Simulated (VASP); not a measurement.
# Si2Ni in VASP: further runs

Runs on Si2Ni. Level: PBE. Tasks: relaxation of cell and atoms, single point.

Program: VASP 6.6.1. These are calculated values, not measurements. Logs are shortened: lines on timing, memory, paths and dates and some standing lists are left out, and cuts for length are marked.

## 1. The cell of the first run

It takes space group P4/mmm (No. 123, tetragonal). The conventional cell has a = 3.657 Å, b = 3.657 Å, c = 3.101 Å, α = 90.00°, β = 90.00°, γ = 90.00°. Si (site symmetry mmm) has 4 Ni at 2.40 Å and 6 Si at 2.59 to 3.10 Å within 3.2 Å. Within 3.2 Å of Ni (site symmetry 4/mmm) lie 8 Si at 2.40 Å and 2 Ni at 3.10 Å.

## 2. Relaxation of cell and atoms, PBE

INCAR reads:

```
PREC     = Accurate       # precision mode
ENCUT    = 600            # plane-wave cutoff, eV
EDIFF    = 1E-6           # SCF threshold, eV
ISMEAR   = 0              # smearing method
SIGMA    = 0.1            # smearing width, eV
LREAL    = F              # projectors in reciprocal space
LASPH    = T              # aspherical terms in the spheres
NELM     = 100            # most SCF steps
ALGO     = Normal         # electronic algorithm
ISIF     = 3              # what is computed and relaxed
LWAVE    = F              # write WAVECAR
LCHARG   = F              # write CHGCAR
GGA      = PE             # functional
IBRION   = 2              # ionic algorithm
NSW      = 90             # ionic steps
EDIFFG   = -0.04          # ionic threshold
```

KPOINTS reads:

```
Automatic mesh
0
Gamma
  6 6 6
```

POSCAR reads:

```
Si2Ni
1.0
    3.6569362434      0.0000000000      0.0000000000
    0.0000000000      3.6569362434      0.0000000000
    0.0000000000      0.0000000000      3.1012217363
Si Ni
2 1
Direct
    0.0000000000      0.5000000000      0.5000000000
    0.5000000000      0.0000000000      0.5000000000
    0.0000000000      0.0000000000      0.0000000000
```

Potentials or basis: VASP PAW PBE potentials, release 64 (Si, Ni).

Launch:

```bash
> cat potpaw_PBE.64/Si/POTCAR potpaw_PBE.64/Ni/POTCAR > POTCAR
> mpirun -np 1 vasp_std > vasp.out
```

OUTCAR:

```text
PREC = Accurate
   ENCUT = 600
   EDIFF = 1E-6
   ISMEAR = 0
   LREAL = F
   LASPH = T
   NELM = 100
   ISIF = 3
   GGA = PE
   IBRION = 2
   NSW = 90
   EDIFFG = -0.04

 ion  position               nearest neighbor table
   1  0.000  0.500  0.500-   3 2.40   3 2.40   3 2.40   3 2.40   2 2.59   2 2.59   2 2.59   2 2.59

   2  0.500  0.000  0.500-   3 2.40   3 2.40   3 2.40   3 2.40   1 2.59   1 2.59   1 2.59   1 2.59

   3  0.000  0.000  0.000-   1 2.40   2 2.40   1 2.40   2 2.40   1 2.40   1 2.40   2 2.40   2 2.40

  LATTYP: Found a simple tetragonal cell.
 ALAT       =     3.6569362434
 C/A-ratio  =     0.8480382292

  Lattice vectors:

 A1 = (   3.6569362434,   0.0000000000,   0.0000000000)
 A2 = (   0.0000000000,   3.6569362434,   0.0000000000)
 A3 = (   0.0000000000,   0.0000000000,   3.1012217363)

Analysis of symmetry for initial positions (statically):
=====================================================================
 Subroutine PRICEL returns:
 Original cell was already a primitive cell.

 Routine SETGRP: Setting up the symmetry group for a
 simple tetragonal supercell.

 Subroutine GETGRP returns: Found 16 space group operations
 (whereof 16 operations were pure point group operations)
 out of a pool of 16 trial point group operations.

The static configuration has the point symmetry D_4h.

Analysis of symmetry for dynamics (positions and initial velocities):
=====================================================================
 Subroutine PRICEL returns:
 Original cell was already a primitive cell.

 Routine SETGRP: Setting up the symmetry group for a
 simple tetragonal supercell.

 Subroutine GETGRP returns: Found 16 space group operations
 (whereof 16 operations were pure point group operations)
 out of a pool of 16 trial point group operations.

The dynamic configuration has the point symmetry D_4h.

 Subroutine INISYM returns: Found 16 space group operations
 (whereof 16 operations are pure point group operations),
 and found     1 'primitive' translations

----------------------------------------------------------------------------------------

                                     Primitive cell

  volume of cell :      41.4732

  direct lattice vectors                    reciprocal lattice vectors
     3.656936243  0.000000000  0.000000000     0.273452949  0.000000000  0.000000000
     0.000000000  3.656936243  0.000000000     0.000000000  0.273452949  0.000000000
     0.000000000  0.000000000  3.101221736     0.000000000  0.000000000  0.322453563

  length of vectors
     3.656936243  3.656936243  3.101221736     0.273452949  0.273452949  0.322453563

  position of ions in fractional coordinates (direct lattice)
     0.000000000  0.500000000  0.500000000
     0.500000000  0.000000000  0.500000000
     0.000000000  0.000000000  0.000000000

  ion indices of the primitive-cell ions
   primitive index   ion index
                 1           1
                 2           2
                 3           3

----------------------------------------------------------------------------------------

 KPOINTS: Automatic mesh

Automatic generation of k-mesh.
 Grid dimensions read from file:
 generate k-points for:    6    6    6

 Generating k-lattice:

  Cartesian coordinates                     Fractional coordinates (reciprocal lattice)
     0.045575491  0.000000000  0.000000000     0.166666667  0.000000000  0.000000000
     0.000000000  0.045575491  0.000000000     0.000000000  0.166666667  0.000000000
     0.000000000  0.000000000  0.053742261     0.000000000  0.000000000  0.166666667

  Length of vectors
     0.045575491  0.045575491  0.053742261

  Shift w.r.t. Gamma in fractional coordinates (k-lattice)
     0.000000000  0.000000000  0.000000000

 Subroutine IBZKPT returns following result:
 ===========================================

 Found     40 irreducible k-points:

 Following reciprocal coordinates:
            Coordinates               Weight
  0.000000  0.000000  0.000000      1.000000
  0.166667  0.000000  0.000000      4.000000
  0.333333  0.000000  0.000000      4.000000
  0.500000  0.000000  0.000000      2.000000
  0.166667  0.166667  0.000000      4.000000
  0.333333  0.166667  0.000000      8.000000
[... 16 lines left out ...]
  0.333333  0.000000  0.333333      8.000000
  0.500000  0.000000  0.333333      4.000000
 [... further k-points ...]
   k-points           NKPTS =     40   k-points in BZ     NKDIM =     40   number of bands    NBANDS=     13
   number of dos      NEDOS =    301   number of ions     NIONS =      3
   total plane-waves  NPLWV =  25200
   dimension x,y,z NGX =    30 NGY =   30 NGZ =   28
   dimension x,y,z NGXF=    60 NGYF=   60 NGZF=   56
   ions per type =               2   1
   NGX,Y,Z   is equivalent  to a cutoff of  13.64, 13.64, 15.01 a.u.
   NGXF,Y,Z  is equivalent  to a cutoff of  27.28, 27.28, 30.02 a.u.
 SYSTEM =  unknown system
   PREC   = accura    normal or accurate (medium, high low for compatibility)
   ISTART =      0    job   : 0-new  1-cont  2-samecut
   ICHARG =      2    charge: 1-file 2-atom 10-const
   ISPIN  =      1    spin polarized calculation?
   LNONCOLLINEAR =      F non collinear calculations
   LSORBIT =      F    spin-orbit coupling
   LASPH  =      T    aspherical Exc in radial PAW
   ENCUT  =  600.0 eV  44.10 Ry    6.64 a.u.   7.30  7.30  6.19*2*pi/ulx,y,z
   NELM   =    100;   NELMIN=  2; NELMDL= -5     # of ELM steps
   EDIFF  = 0.1E-05   stopping-criterion for ELM
   LREAL  =      F    real-space projection
   EDIFFG = -.4E-01   stopping-criterion for IOM
   NSW    =     90    number of steps for IOM
   IBRION =      2    ionic relax: 0-MD 1-quasi-New 2-CG
   NFREE  =      1    steps in history (QN), initial steepest desc. (CG)
   ISIF   =      3    stress and relaxation
   ISYM   =      2    0-nonsym 1-usesym 2-fastsym
   POTIM  = 0.5000    time-step for ionic-motion
   TEBEG  =    0.0;   TEEND  =   0.0 temperature during run
   PSTRESS=    0.0 pullay stress
   NELECT =      18.0000    total number of electrons
   NUPDOWN=      -1.0000    fix difference up-down
   EMIN   =  10.00;   EMAX   =-10.00  energy-range for DOS
   EFERMI =   0.00;   METHOD = LEGACY
   ISMEAR =     0;   SIGMA  =   0.10  broadening in eV -4-tet -1-fermi 0-gaus
   EFERMI_NEDOS =   21; number of points for ismear=-14 and -15
   IALGO  =     38    algorithm
   IMIX   =      4    mixing-type and parameters
     AMIX     =   0.40;   BMIX     =  1.00
     AMIX_MAG =   1.60;   BMIX_MAG =  1.00
  volume/ion in A,a.u.               =      13.82        93.29
  Fermi-wavevector in a.u.,A,eV,Ry     =   1.239490  2.342297 20.903123  1.536336
  Thomas-Fermi vector in A             =   2.373971
   LORBIT       =      0    0 simple, 1 ext, 2 COOP (PROOUT), +10 PAW based schemes
   GGA     = PE    functional components
   LHFCALC =     F    Hartree Fock is set to
   AEXX    =    0.0000 exact exchange contribution
   IVDW    =     0    specifies the selected vdW correction
   LEPSILON=     F    determine dielectric tensor
   LRPA    =     F    only Hartree local field effects (RPA)
 conjugate gradient relaxation of ions
 non-spin polarized calculation
 Gauss-broadening in eV      SIGMA  =   0.10
  energy-cutoff  :      600.00
  volume of cell :       41.47
 maximum number of plane-waves:      1408
 NGX is ok and might be reduce to    30

--------------------------------------- Ionic step        1  -------------------------------------------

 number of electron      17.9999996 magnetization

 Free energy of the ion-electron system (eV)
  ---------------------------------------------------
  ext. energy  EPLUGINS =         0.00000000
  ---------------------------------------------------
  free energy    TOTEN  =       -16.38527248 eV

  energy without entropy =      -16.38061340  energy(sigma->0) =      -16.38294294

------------------------ aborting loop because EDIFF is reached ----------------------------------------

  FORCE on cell =-STRESS in cart. coord.  units (eV):
  Direction    XX          YY          ZZ          XY          YZ          ZX
  --------------------------------------------------------------------------------------
  -------------------------------------------------------------------------------------
  Total       -0.3224482     -0.3224482      0.7258904      0.0000000      0.0000000      0.0000000
  in kB      -12.4566998    -12.4566998     28.0423260      0.0000000      0.0000000      0.0000000
  external PRESSURE =       1.0429755 kB  Pullay stress =       0.0000000 kB
[... 96 lines left out ...]
  energy  without entropy=      -16.3970454095  energy(sigma->0) =      -16.39990461

--------------------------------------- Ionic step        4  -------------------------------------------

 number of electron      17.9999998 magnetization

 Free energy of the ion-electron system (eV)
  ---------------------------------------------------
  ext. energy  EPLUGINS =         0.00000000
  ---------------------------------------------------
  free energy    TOTEN  =       -16.41475812 eV

  energy without entropy =      -16.40990563  energy(sigma->0) =      -16.41233188

 E-fermi :   9.3133     XC(G=0): -11.3558

 val. band max:        9.1731812690   @ k =   0.0000   0.0000   0.3333
 cond. band min:       9.3482413598   @ k =   0.1667   0.0000   0.3333
 fundamental gap:      0.1750600908
 Fermi energy:         9.3133293518

 k-point     1 :       0.0000    0.0000    0.0000
  band No.  band energies     occupation
      1      -4.0456      2.00000
      2       4.5866      2.00000
      3       5.6202      2.00000
      4       6.2752      2.00000
      5       6.2752      2.00000
      6       6.6366      2.00000
      7       6.6366      2.00000
      8       7.1158      2.00000
      9       8.4421      2.00000
     10      10.4371      0.00000
     11      10.8540      0.00000
     12      13.9068      0.00000
     13      16.1918      0.00000
[... 353 lines left out ...]
 k-point    24 :       0.5000    0.0000    0.3333
  band No.  band energies     occupation
      1      -0.4680      2.00000
      2      -0.0162      2.00000
      3       4.9061      2.00000
      4       5.3962      2.00000
      5       5.5646      2.00000
      6       6.8351      2.00000
      7       7.2563      2.00000
      8       7.4788      2.00000
      9       8.3337      2.00000
     10      10.5501      0.00000
     11      11.1190      0.00000
     12      12.7836      0.00000
     13      13.3828      0.00000

 [... further k-points ...]
[... 5 lines left out ...]
  --------------------------------------------------------------------------------------
  -------------------------------------------------------------------------------------
  Total       -0.0008574     -0.0008574      0.0837177      0.0000000      0.0000000      0.0000000
  in kB       -0.0329783     -0.0329783      3.2199269      0.0000000      0.0000000      0.0000000
  external PRESSURE =       1.0513235 kB  Pullay stress =       0.0000000 kB
[... 18 lines left out ...]
  FREE ENERGIE OF THE ION-ELECTRON SYSTEM (eV)
  ---------------------------------------------------
  free  energy   TOTEN  =       -16.4147581239 eV

  energy  without entropy=      -16.4099056279  energy(sigma->0) =      -16.41233188

 reached required accuracy - stopping structural energy minimisation
```

It took 30 s on 1 thread of Intel Xeon 6975P-C (Granite Rapids), shared host; peak memory 0.17 GiB.

Results:

| Property | Result |
| --- | --- |
| Free energy | -16.4148 eV |
| Relaxed volume | 13.89 Å³/atom |
| Relaxed cell | a = 3.549 Å, b = 3.549 Å, c = 3.307 Å, α = 90.00°, β = 90.00°, γ = 90.00° |
| Space group after relaxing (to 0.05 Å) | P4/mmm (No. 123) |
| Energy gained by relaxing | 9.8 meV/atom |
| Ionic steps | 4 |
| Pressure after relaxing | 0.1 GPa |
| Band gap on the k mesh | zero (band 9 reaches 10.65 eV, above the bottom of band 10 at 8.62 eV) |

Stress tensor (GPa, compression positive):
```
0.00 0.00 0.00
0.00 0.00 0.00
0.00 0.00 0.32
```

Step by step:
```tsv
step	energy change (eV)	largest force (eV/Å)	pressure (GPa)	volume (Å³)
1	0.0000	0.0000	0.10	41.47
2	-0.0098	0.0000	0.13	41.52
3	-0.0175	0.0000	0.09	41.59
4	-0.0295	0.0000	0.11	41.66
```

Final structure:
```
Si Ni
1.0
     3.54926    0.00000    0.00000
     0.00000    3.54926    0.00000
     0.00000    0.00000    3.30679
Si Ni
2 1
Direct
  0.00000 0.50000 0.50000
  0.50000 0.00000 0.50000
  0.00000 0.00000 0.00000
```

Levels at points of the mesh, in eV from the Fermi level:
| k point | band 7 | band 8 | band 9 | band 10 | band 11 | band 12 |
| --- | --- | --- | --- | --- | --- | --- |
| (0.00, 0.00, 0.00) | -2.68 | -2.20 | -0.87 | 1.12 | 1.54 | 4.59 |
| (0.50, 0.00, 0.00) | -2.09 | -0.85 | 1.34 | 1.42 | 1.89 | 3.73 |
| (0.50, 0.50, 0.00) | -2.17 | -1.86 | -1.38 | 5.13 | 5.13 | 5.23 |
| (0.00, 0.00, 0.50) | -2.05 | 0.20 | 0.92 | 0.92 | 2.11 | 3.97 |
| (0.50, 0.00, 0.50) | -2.05 | -1.94 | -1.62 | 1.15 | 3.12 | 3.34 |
| (0.50, 0.50, 0.50) | -2.94 | -2.11 | -2.03 | -0.69 | -0.58 | -0.58 |

## 3. Single point, PBE

This run uses another cell than the first one: it holds 6 atoms, not 3.

INCAR reads:

```
SYSTEM = Si2Ni
ALGO = Normal
EDIFF = 1E-6
ENCUT = 520
GGA = PE
ISIF = 2
ISMEAR = 0
LASPH = .TRUE.
LCHARG = .FALSE.
LREAL = .FALSE.
LWAVE = .FALSE.
NBANDS = 27
NELM = 60
PREC = Accurate
SIGMA = 0.2
```

KPOINTS reads:

```
k-points
0
G
  6 6 4
  0 0 0
```

POSCAR reads:

```
Si2Ni
1.0
    3.5451052522      0.0000337219      0.0008232364
    0.0000337854      3.5449237221     -0.0011647422
   -0.0003401122      0.0002328076      6.6191306736
Si Ni
4 2
Direct
    1.0000206824      0.5000281865      0.2499998341
    1.0000018282      0.4999831927      0.7500070089
    0.4999952976      0.0000317479      0.2500121195
    0.4999965995     -0.0000144131      0.7499884796
   -0.0000068118     -0.0000068390     -0.0000097065
   -0.0000075958     -0.0000218750      0.5000022644
```

Potentials or basis: VASP PAW PBE potentials, release 64 (Si, Ni).

Launch:

```bash
> cat potpaw_PBE.64/Si/POTCAR potpaw_PBE.64/Ni/POTCAR > POTCAR
> mpirun -np 1 vasp_std > vasp.out
```

It took 71 s on 1 thread of Intel Xeon 6975P-C (Granite Rapids), shared host; peak memory 0.28 GiB.

Results (log left out):

* Free energy: -32.8079 eV
* Pressure: 0.2 GPa
* Band gap on the k mesh: zero (band 18 reaches 10.48 eV, above the bottom of band 19 at 8.64 eV)

Stress tensor (GPa, compression positive):
```
 0.12  0.00 -0.01
 0.00  0.13  0.01
-0.01  0.01  0.21
```

Levels at points of the mesh, in eV from the Fermi level:
| k point | band 15 | band 16 | band 17 | band 18 | band 19 | band 20 | band 21 | band 22 |
| --- | --- | --- | --- | --- | --- | --- | --- | --- |
| (0.00, 0.00, 0.00) | -1.92 | -0.76 | 0.36 | 1.04 | 1.04 | 1.28 | 1.67 | 2.23 |
| (0.50, 0.00, 0.00) | -1.81 | -1.50 | -0.70 | 1.29 | 1.46 | 1.56 | 2.05 | 3.25 |
| (0.00, 0.50, 0.00) | -1.81 | -1.50 | -0.70 | 1.29 | 1.46 | 1.56 | 2.05 | 3.25 |
| (0.50, 0.50, 0.00) | -1.98 | -1.93 | -1.74 | -1.25 | -0.54 | -0.46 | -0.46 | 3.16 |
| (0.00, 0.00, 0.50) | -0.77 | -0.77 | -0.77 | -0.77 | 0.94 | 0.94 | 2.34 | 2.34 |
| (0.50, 0.00, 0.50) | -1.22 | -1.22 | -0.06 | -0.06 | 1.04 | 1.04 | 1.45 | 1.45 |
| (0.00, 0.50, 0.50) | -1.22 | -1.22 | -0.06 | -0.06 | 1.04 | 1.04 | 1.45 | 1.45 |
| (0.50, 0.50, 0.50) | -1.79 | -1.79 | -1.73 | -1.73 | 1.59 | 1.59 | 1.59 | 1.59 |

## 4. Single point, PBE

This run uses another cell than the first one, of 13.88 Å³/atom, 1.004 times its volume.

INCAR reads:

```
ALGO = Normal
EDIFF = 1E-6
ENCUT = 520
GGA = PE
ISIF = 2
ISMEAR = 0
LASPH = T
LCHARG = T
LELF = T
LREAL = F
LVHAR = T
LWAVE = F
NBANDS = 16
NELM = 100
PREC = Accurate
SIGMA = 0.1
```

KPOINTS reads:

```
k-points
0
Gamma
  14 14 14
```

POSCAR reads:

```
Si2Ni
1.0
    3.5805064632      0.0000000000      0.0000000000
    0.0000000000      3.5805064632      0.0000000000
    0.0000000000      0.0000000000      3.2472168636
Si Ni
2 1
Direct
    0.0000000000      0.5000000000      0.5000000000
    0.5000000000      0.0000000000      0.5000000000
    0.0000000000      0.0000000000      0.0000000000
```

Launch:

```bash
> cat potpaw_PBE.64/Si/POTCAR potpaw_PBE.64/Ni/POTCAR > POTCAR
> mpirun -np 1 vasp_std > vasp.out
```

Wall time 57 s (1 thread of Intel Xeon 6975P-C (Granite Rapids), shared host); peak memory 0.29 GiB.

The run converged. Its results:

```
Free energy            : -16.3807 eV
Pressure               : -0.1 GPa
Band gap on the k mesh : zero (band 9 reaches 10.86 eV, above the bottom of band 10 at 8.60 eV)
```

Levels at points of the mesh, in eV from the Fermi level:
```tsv
k point	band 7	band 8	band 9	band 10	band 11	band 12
(0.00, 0.00, 0.00)	-2.58	-2.16	-0.35	1.11	1.72	4.97
(0.50, 0.00, 0.00)	-2.07	-0.90	1.50	1.81	1.86	3.66
(0.50, 0.50, 0.00)	-2.15	-1.85	-1.25	5.44	5.44	5.71
(0.00, 0.00, 0.50)	-1.89	0.18	1.10	1.10	2.28	3.94
(0.50, 0.00, 0.50)	-1.94	-1.84	-1.49	1.26	3.32	3.34
(0.50, 0.50, 0.50)	-2.93	-2.07	-1.88	-0.62	-0.44	-0.44
```

Spin polarisation is off, so any magnetic state and its effect on volume and gap are missing.

## 5. The runs side by side

```tsv
task	cell	k mesh	cutoff (eV)	smearing	gap on the mesh (eV)	pressure (GPa)
relaxation of cell and atoms	relaxed from a = 3.657, b = 3.657, c = 3.101 Å, 3 atoms	6 × 6 × 6	600	gaussian 0.1 eV	none	0.1
single point	a = 3.545, b = 3.545, c = 6.619 Å, 6 atoms	6 × 6 × 4	520	gaussian 0.2 eV	none	0.2
single point	a = 3.581, b = 3.581, c = 3.247 Å, 3 atoms	14 × 14 × 14	520	gaussian 0.1 eV	none	-0.1
```

Alike in all rows: level PBE; potentials or basis VASP PAW PBE potentials, release 64 (Si, Ni); no spin polarisation.

Absolute energies hang on the potentials; compare differences alone.
